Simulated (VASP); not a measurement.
# Al2Cu (I4/mcm) in VASP: a series of runs

Al2Cu is run at these levels: PBE; tasks: single point.

Everything below comes from runs of VASP 6.6.1. Logs are shortened: lines on timing, memory, paths and dates and some standing lists are left out, and cuts for length are marked.

### Step 1. The cell of the first run

The structure is tetragonal, space group I4/mcm (No. 140). The conventional cell has a = 6.174 Å, b = 6.174 Å, c = 4.831 Å, α = 90.00°, β = 90.00°, γ = 90.00°. Al (site symmetry m2m) has 4 Cu at 2.62 Å and 11 Al at 2.75 to 3.29 Å within 3.5 Å. Cu (site symmetry 422) has 2 Cu at 2.42 Å and 8 Al at 2.62 Å within 3.2 Å.

### Step 2. Single point, PBE (biaxial strain in the a-b plane: +2.0 %, then relaxed in part)

INCAR reads:

```
PREC = Accurate ; ENCUT = 520
EDIFF = 1E-6 ; ISMEAR = 0
SIGMA = 0.1 ; LREAL = F
LASPH = T ; NELM = 100
ALGO = Fast ; ISIF = 2
LWAVE = F ; LCHARG = F
GGA = PE ; NBANDS = 46
```

KPOINTS reads:

```
regular mesh
0
Gamma
  6 6 8
```

POSCAR reads:

```
Al2Cu
1.0
    6.1735364455      0.0000000000      0.0000000000
    0.0000000000      6.1735364455      0.0000000000
    0.0000000000      0.0000000000      4.8305848003
Al Cu
8 4
Direct
    0.1572314959      0.3427685041      0.0000000000
    0.1572314959      0.6572314959      0.5000000000
    0.8427685041      0.3427685041      0.5000000000
    0.8427685041      0.6572314959      0.0000000000
    0.6572314959      0.8427685041      0.5000000000
    0.6572314959      0.1572314959      0.0000000000
    0.3427685041      0.8427685041      0.0000000000
    0.3427685041      0.1572314959      0.5000000000
    0.0000000000      0.0000000000      0.7500000000
    0.0000000000      0.0000000000      0.2500000000
    0.5000000000      0.5000000000      0.2500000000
    0.5000000000      0.5000000000      0.7500000000
```

Potentials or basis: VASP PAW PBE potentials, release 64 (Al, Cu).

On the command line:

```
$ cat potpaw_PBE.64/Al/POTCAR potpaw_PBE.64/Cu/POTCAR > POTCAR
$ mpirun -np 1 vasp_std > vasp.out
```

OUTCAR:

```text
PREC = Accurate
   ENCUT = 520
   EDIFF = 1E-6
   ISMEAR = 0
   LREAL = F
   LASPH = T
   NELM = 100
   ISIF = 2
   GGA = PE

 ion  position               nearest neighbor table
   1  0.157  0.343  0.000-   9 2.62  10 2.62  11 2.62  12 2.62   4 2.75   8 2.91   8 2.91   3 3.10
                             2 3.10   3 3.10   2 3.10   6 3.29   7 3.29   7 3.29   6 3.29
   2  0.157  0.657  0.500-   9 2.62  10 2.62  11 2.62  12 2.62   3 2.75   7 2.91   7 2.91   1 3.10
                             1 3.10   4 3.10   4 3.10   8 3.29   5 3.29   8 3.29   5 3.29
   3  0.843  0.343  0.500-   9 2.62  10 2.62  11 2.62  12 2.62   2 2.75   6 2.91   6 2.91   1 3.10
                             1 3.10   4 3.10   4 3.10   8 3.29   5 3.29   5 3.29   8 3.29
   4  0.843  0.657  0.000-   9 2.62  10 2.62  11 2.62  12 2.62   1 2.75   5 2.91   5 2.91   2 3.10
                             2 3.10   3 3.10   3 3.10   7 3.29   6 3.29   6 3.29   7 3.29
   5  0.657  0.843  0.500-   9 2.62  10 2.62  11 2.62  12 2.62   8 2.75   4 2.91   4 2.91   6 3.10
                             7 3.10   6 3.10   7 3.10   3 3.29   2 3.29   3 3.29   2 3.29
   6  0.657  0.157  0.000-   9 2.62  10 2.62  11 2.62  12 2.62   7 2.75   3 2.91   3 2.91   8 3.10
                             5 3.10   5 3.10   8 3.10   1 3.29   4 3.29   4 3.29   1 3.29
   7  0.343  0.843  0.000-   9 2.62  10 2.62  11 2.62  12 2.62   6 2.75   2 2.91   2 2.91   8 3.10
                             5 3.10   5 3.10   8 3.10   1 3.29   4 3.29   1 3.29   4 3.29
   8  0.343  0.157  0.500-   9 2.62  10 2.62  11 2.62  12 2.62   5 2.75   1 2.91   1 2.91   7 3.10
                             6 3.10   6 3.10   7 3.10   2 3.29   3 3.29   2 3.29   3 3.29
   9  0.000  0.000  0.750-  10 2.42  10 2.42   3 2.62   4 2.62   5 2.62   6 2.62   7 2.62   8 2.62
                             1 2.62   2 2.62
  10  0.000  0.000  0.250-   9 2.42   9 2.42   3 2.62   4 2.62   5 2.62   6 2.62   7 2.62   8 2.62
                             1 2.62   2 2.62
  11  0.500  0.500  0.250-  12 2.42  12 2.42   3 2.62   4 2.62   5 2.62   6 2.62   7 2.62   8 2.62
                             1 2.62   2 2.62
  12  0.500  0.500  0.750-  11 2.42  11 2.42   3 2.62   4 2.62   5 2.62   6 2.62   7 2.62   8 2.62
                             1 2.62   2 2.62

  LATTYP: Found a simple tetragonal cell.
 ALAT       =     6.1735364455
 C/A-ratio  =     0.7824663939

  Lattice vectors:

 A1 = (   6.1735364455,   0.0000000000,   0.0000000000)
 A2 = (   0.0000000000,   6.1735364455,   0.0000000000)
 A3 = (   0.0000000000,   0.0000000000,   4.8305848003)

Analysis of symmetry for initial positions (statically):
=====================================================================
 Subroutine PRICEL returns following result:

  LATTYP: Found a body centered tetragonal cell.
 ALAT       =     6.1735364455
 C/A-ratio  =     0.7824663939

  Lattice vectors:

 A1 = (   3.0867682227,  -3.0867682227,  -2.4152924001)
 A2 = (  -3.0867682227,   3.0867682227,  -2.4152924001)
 A3 = (   3.0867682227,   3.0867682228,   2.4152924001)

   2 primitive cells build up your supercell.

 Routine SETGRP: Setting up the symmetry group for a
 simple tetragonal supercell.

 Subroutine GETGRP returns: Found 16 space group operations
 (whereof  8 operations were pure point group operations)
 out of a pool of 16 trial point group operations.

The static configuration has the point symmetry C_4h.
 The point group associated with its full space group is D_4h.

Analysis of symmetry for dynamics (positions and initial velocities):
=====================================================================
 Subroutine PRICEL returns following result:

  LATTYP: Found a body centered tetragonal cell.
 ALAT       =     6.1735364455
 C/A-ratio  =     0.7824663939

  Lattice vectors:

 A1 = (   3.0867682227,  -3.0867682227,  -2.4152924001)
 A2 = (  -3.0867682227,   3.0867682227,  -2.4152924001)
 A3 = (   3.0867682227,   3.0867682228,   2.4152924001)

   2 primitive cells build up your supercell.

 Routine SETGRP: Setting up the symmetry group for a
 simple tetragonal supercell.

 Subroutine GETGRP returns: Found 16 space group operations
 (whereof  8 operations were pure point group operations)
 out of a pool of 16 trial point group operations.

The dynamic configuration has the point symmetry C_4h.
 The point group associated with its full space group is D_4h.
[... 37 lines left out ...]

 KPOINTS: regular mesh

Automatic generation of k-mesh.
 Grid dimensions read from file:
 generate k-points for:    6    6    8

 Generating k-lattice:

  Cartesian coordinates                     Fractional coordinates (reciprocal lattice)
     0.026996952  0.000000000  0.000000000     0.166666667  0.000000000  0.000000000
     0.000000000  0.026996952  0.000000000     0.000000000  0.166666667  0.000000000
     0.000000000  0.000000000  0.025876784     0.000000000  0.000000000  0.125000000

  Length of vectors
     0.026996952  0.026996952  0.025876784

  Shift w.r.t. Gamma in fractional coordinates (k-lattice)
     0.000000000  0.000000000  0.000000000

 Subroutine IBZKPT returns following result:
 ===========================================

 Found     50 irreducible k-points:

 Following reciprocal coordinates:
            Coordinates               Weight
  0.000000  0.000000  0.000000      1.000000
  0.166667  0.000000  0.000000      4.000000
  0.333333  0.000000  0.000000      4.000000
  0.500000  0.000000  0.000000      2.000000
  0.166667  0.166667  0.000000      4.000000
  0.333333  0.166667  0.000000      8.000000
[... 16 lines left out ...]
  0.333333  0.000000  0.250000      8.000000
  0.500000  0.000000  0.250000      4.000000
 [... further k-points ...]
   k-points           NKPTS =     50   k-points in BZ     NKDIM =     50   number of bands    NBANDS=     46
   number of dos      NEDOS =    301   number of ions     NIONS =     12
   total plane-waves  NPLWV =  82944
   dimension x,y,z NGX =    48 NGY =   48 NGZ =   36
   dimension x,y,z NGXF=    96 NGYF=   96 NGZF=   72
   ions per type =               8   4
   NGX,Y,Z   is equivalent  to a cutoff of  12.93, 12.93, 12.39 a.u.
   NGXF,Y,Z  is equivalent  to a cutoff of  25.85, 25.85, 24.78 a.u.
 SYSTEM =  unknown system
   PREC   = accura    normal or accurate (medium, high low for compatibility)
   ISTART =      0    job   : 0-new  1-cont  2-samecut
   ICHARG =      2    charge: 1-file 2-atom 10-const
   ISPIN  =      1    spin polarized calculation?
   LNONCOLLINEAR =      F non collinear calculations
   LSORBIT =      F    spin-orbit coupling
   LASPH  =      T    aspherical Exc in radial PAW
   ENCUT  =  520.0 eV  38.22 Ry    6.18 a.u.  11.48 11.48  8.98*2*pi/ulx,y,z
   NELM   =    100;   NELMIN=  2; NELMDL= -5     # of ELM steps
   EDIFF  = 0.1E-05   stopping-criterion for ELM
   LREAL  =      F    real-space projection
   EDIFFG = 0.1E-04   stopping-criterion for IOM
   NSW    =      0    number of steps for IOM
   IBRION =     -1    ionic relax: 0-MD 1-quasi-New 2-CG
   NFREE  =      0    steps in history (QN), initial steepest desc. (CG)
   ISIF   =      2    stress and relaxation
   ISYM   =      2    0-nonsym 1-usesym 2-fastsym
   POTIM  = 0.5000    time-step for ionic-motion
   TEBEG  =    0.0;   TEEND  =   0.0 temperature during run
   PSTRESS=    0.0 pullay stress
   NELECT =      68.0000    total number of electrons
   NUPDOWN=      -1.0000    fix difference up-down
   EMIN   =  10.00;   EMAX   =-10.00  energy-range for DOS
   EFERMI =   0.00;   METHOD = LEGACY
   ISMEAR =     0;   SIGMA  =   0.10  broadening in eV -4-tet -1-fermi 0-gaus
   EFERMI_NEDOS =   21; number of points for ismear=-14 and -15
   IALGO  =     68    algorithm
   IMIX   =      4    mixing-type and parameters
     AMIX     =   0.40;   BMIX     =  1.00
     AMIX_MAG =   1.60;   BMIX_MAG =  1.00
  volume/ion in A,a.u.               =      15.34       103.53
  Fermi-wavevector in a.u.,A,eV,Ry     =   1.174596  2.219665 18.771632  1.379676
  Thomas-Fermi vector in A             =   2.310991
   LORBIT       =      0    0 simple, 1 ext, 2 COOP (PROOUT), +10 PAW based schemes
   GGA     = PE    functional components
   LHFCALC =     F    Hartree Fock is set to
   AEXX    =    0.0000 exact exchange contribution
   IVDW    =     0    specifies the selected vdW correction
   LEPSILON=     F    determine dielectric tensor
   LRPA    =     F    only Hartree local field effects (RPA)
 non-spin polarized calculation
 RMM-DIIS sequential band-by-band and
 Gauss-broadening in eV      SIGMA  =   0.10
  energy-cutoff  :      520.00
  volume of cell :      184.11
 maximum number of plane-waves:      5013
 NGX is ok and might be reduce to    48
   NGX = 23   NGY = 23   NGZ = 17

 number of electron      67.9999969 magnetization

 Free energy of the ion-electron system (eV)
  ---------------------------------------------------
  ext. energy  EPLUGINS =         0.00000000
  ---------------------------------------------------
  free energy    TOTEN  =       -46.70634221 eV

  energy without entropy =      -46.68803180  energy(sigma->0) =      -46.69718701

 E-fermi :   7.6978     XC(G=0): -10.7355

 val. band max:        7.6958467625   @ k =   0.3333   0.0000   0.2500
 cond. band min:       7.7068880687   @ k =   0.0000   0.0000   0.0000
 fundamental gap:      0.0110413063
 Fermi energy:         7.6977516243

 k-point     1 :       0.0000    0.0000    0.0000
  band No.  band energies     occupation
      1      -2.8832      2.00000
      2       0.7536      2.00000
      3       0.8617      2.00000
      4       0.9359      2.00000
      5       0.9359      2.00000
      6       2.4630      2.00000
[... 1165 lines left out ...]
     45      12.1248      0.00000
     46      12.1251      0.00000

 [... further k-points ...]
[... 5 lines left out ...]
  --------------------------------------------------------------------------------------
  -------------------------------------------------------------------------------------
  Total       -4.2106854     -4.2106854      0.1654860      0.0000000     -0.0000000      0.0000000
  in kB      -36.6433890    -36.6433890      1.4401383      0.0000000     -0.0000000      0.0000000
  external PRESSURE =     -23.9488799 kB  Pullay stress =       0.0000000 kB

 VOLUME and BASIS-vectors are now :
 -----------------------------------------------------------------------------
  energy-cutoff  :      520.00
  volume of cell :      184.11
      direct lattice vectors                 reciprocal lattice vectors
     6.173536445  0.000000000  0.000000000     0.161981712  0.000000000  0.000000000
     0.000000000  6.173536445  0.000000000     0.000000000  0.161981712  0.000000000
     0.000000000  0.000000000  4.830584800     0.000000000  0.000000000  0.207014273

 POSITION                                       TOTAL-FORCE (eV/Angst)
 -----------------------------------------------------------------------------------
      0.97067      2.11609      0.00000        -0.002443      0.002443      0.000000
      0.97067      4.05744      2.41529        -0.002443     -0.002443     -0.000000
      5.20286      2.11609      2.41529         0.002443      0.002443      0.000000
      5.20286      4.05744      0.00000         0.002443     -0.002443     -0.000000
      4.05744      5.20286      2.41529        -0.002443      0.002443     -0.000000
      4.05744      0.97067      0.00000        -0.002443     -0.002443     -0.000000
      2.11609      5.20286      0.00000         0.002443      0.002443      0.000000
      2.11609      0.97067      2.41529         0.002443     -0.002443     -0.000000
      0.00000      0.00000      3.62294        -0.000000     -0.000000     -0.000000
      0.00000      0.00000      1.20765        -0.000000     -0.000000     -0.000000
      3.08677      3.08677      1.20765        -0.000000     -0.000000     -0.000000
      3.08677      3.08677      3.62294        -0.000000     -0.000000     -0.000000
 -----------------------------------------------------------------------------------
    total drift:                                0.000000     -0.000000     -0.000000

  FREE ENERGIE OF THE ION-ELECTRON SYSTEM (eV)
  ---------------------------------------------------
  free  energy   TOTEN  =       -46.7063422122 eV

  energy  without entropy=      -46.6880318028  energy(sigma->0) =      -46.69718701
```

Wall time 13 min (1 thread of Intel Xeon 8259CL, shared host); peak memory 0.47 GiB.

Results:

```yaml
Free_energy: -46.7063 eV
Pressure: -2.4 GPa
Largest_force: 0.003 eV/Å
Band_gap_on_the_k_mesh: zero (bands 34 and 35 overlap by 1.80 eV)
```

Forces in eV/Å, atoms in the order of the input:
```
Al  -0.002  0.002  0.000
Al  -0.002 -0.002  0.000
Al   0.002  0.002  0.000
Al   0.002 -0.002  0.000
Al  -0.002  0.002  0.000
Al  -0.002 -0.002  0.000
Al   0.002  0.002  0.000
Al   0.002 -0.002  0.000
Cu   0.000  0.000  0.000
Cu   0.000  0.000  0.000
Cu   0.000  0.000  0.000
Cu   0.000  0.000  0.000
```

Stress tensor (GPa, compression positive):
```
-3.66  0.00  0.00
 0.00 -3.66  0.00
 0.00  0.00  0.14
```

Levels at points of the mesh, in eV from the Fermi level:
| k point | band 31 | band 32 | band 33 | band 34 | band 35 | band 36 | band 37 | band 38 |
| --- | --- | --- | --- | --- | --- | --- | --- | --- |
| (0.00, 0.00, 0.00) | -1.11 | -1.07 | -1.07 | -0.92 | -0.38 | 0.01 | 1.45 | 1.45 |
| (0.50, 0.00, 0.00) | -1.53 | -1.53 | 0.09 | 0.09 | 0.47 | 0.47 | 1.55 | 1.55 |
| (0.50, 0.50, 0.00) | -1.43 | -1.43 | -0.98 | -0.98 | -0.55 | -0.55 | 0.50 | 0.50 |
| (0.00, 0.00, 0.50) | -0.93 | -0.93 | -0.82 | -0.82 | -0.82 | -0.82 | -0.02 | -0.02 |
| (0.50, 0.00, 0.50) | -2.59 | -2.59 | 0.09 | 0.09 | 0.09 | 0.09 | 3.72 | 3.72 |
| (0.50, 0.50, 0.50) | 0.21 | 0.21 | 0.68 | 0.68 | 0.68 | 0.68 | 1.65 | 1.65 |

Caveat: the cell differs from its parent crystal (biaxial strain in the a-b plane: +2.0 %, then relaxed in part).

### Step 3. Single point, PBE (biaxial strain in the a-b plane: +2.0 %)

INCAR reads:

```
PREC     = Accurate       # precision mode
ENCUT    = 520            # plane-wave cutoff, eV
EDIFF    = 1E-6           # SCF threshold, eV
ISMEAR   = 0              # smearing method
SIGMA    = 0.1            # smearing width, eV
LREAL    = F              # projectors in reciprocal space
LASPH    = T              # aspherical terms in the spheres
NELM     = 100            # most SCF steps
ALGO     = Fast           # electronic algorithm
ISIF     = 2              # what is computed and relaxed
LWAVE    = F              # write WAVECAR
LCHARG   = F              # write CHGCAR
GGA      = PE             # functional
NBANDS   = 46             # bands
```

KPOINTS is that of step 2.

POSCAR reads:

```
Al2Cu
1.0
    6.1735364455      0.0000000000      0.0000000000
    0.0000000000      6.1735364455      0.0000000000
    0.0000000000      0.0000000000      4.8242907376
Al Cu
8 4
Direct
    0.1576799850      0.3423200150      0.0000000000
    0.1576799850      0.6576799850      0.5000000000
    0.8423200150      0.3423200150      0.5000000000
    0.8423200150      0.6576799850      0.0000000000
    0.6576799850      0.8423200150      0.5000000000
    0.6576799850      0.1576799850      0.0000000000
    0.3423200150      0.8423200150      0.0000000000
    0.3423200150      0.1576799850      0.5000000000
    0.0000000000      0.0000000000      0.7500000000
    0.0000000000      0.0000000000      0.2500000000
    0.5000000000      0.5000000000      0.2500000000
    0.5000000000      0.5000000000      0.7500000000
```

Potentials or basis: VASP PAW PBE potentials, release 64 (Al, Cu).

On the command line:

```
$ cat potpaw_PBE.64/Al/POTCAR potpaw_PBE.64/Cu/POTCAR > POTCAR
$ mpirun -np 1 vasp_std > vasp.out
```

Wall time 13 min (1 thread of Intel Xeon 8259CL, shared host); peak memory 0.47 GiB.

It converged, with:

| Item | Value |
| --- | --- |
| Free energy | -46.7052 eV |
| Pressure | -2.3 GPa |
| Largest force | 0.034 eV/Å |
| Band gap on the k mesh | zero (bands 34 and 35 overlap by 1.82 eV) |

Forces in eV/Å, atoms in the order of the input:
```
Al  -0.024  0.024  0.000
Al  -0.024 -0.024  0.000
Al   0.024  0.024  0.000
Al   0.024 -0.024  0.000
Al  -0.024  0.024  0.000
Al  -0.024 -0.024  0.000
Al   0.024  0.024  0.000
Al   0.024 -0.024  0.000
Cu   0.000  0.000  0.000
Cu   0.000  0.000  0.000
Cu   0.000  0.000  0.000
Cu   0.000  0.000  0.000
```

Stress tensor (GPa, compression positive):
```
-3.63  0.00  0.00
 0.00 -3.63  0.00
 0.00  0.00  0.48
```

Levels at points of the mesh, in eV from the Fermi level:
```
           k point  band 31  band 32  band 33  band 34  band 35  band 36  band 37  band 38
(0.00, 0.00, 0.00)    -1.12    -1.08    -1.08    -0.93    -0.36     0.03     1.46     1.46
(0.50, 0.00, 0.00)    -1.54    -1.54     0.08     0.08     0.49     0.49     1.56     1.56
(0.50, 0.50, 0.00)    -1.44    -1.44    -0.97    -0.97    -0.55    -0.55     0.50     0.50
(0.00, 0.00, 0.50)    -0.92    -0.92    -0.83    -0.83    -0.83    -0.83    -0.03    -0.03
(0.50, 0.00, 0.50)    -2.60    -2.60     0.09     0.09     0.09     0.09     3.71     3.71
(0.50, 0.50, 0.50)     0.22     0.22     0.67     0.67     0.67     0.67     1.65     1.65
```

Caveat: the cell differs from its parent crystal (biaxial strain in the a-b plane: +2.0 %).

[end of part 1 of 2]

The gap in the log of VASP goes by the Fermi energy; the results here count the filled bands.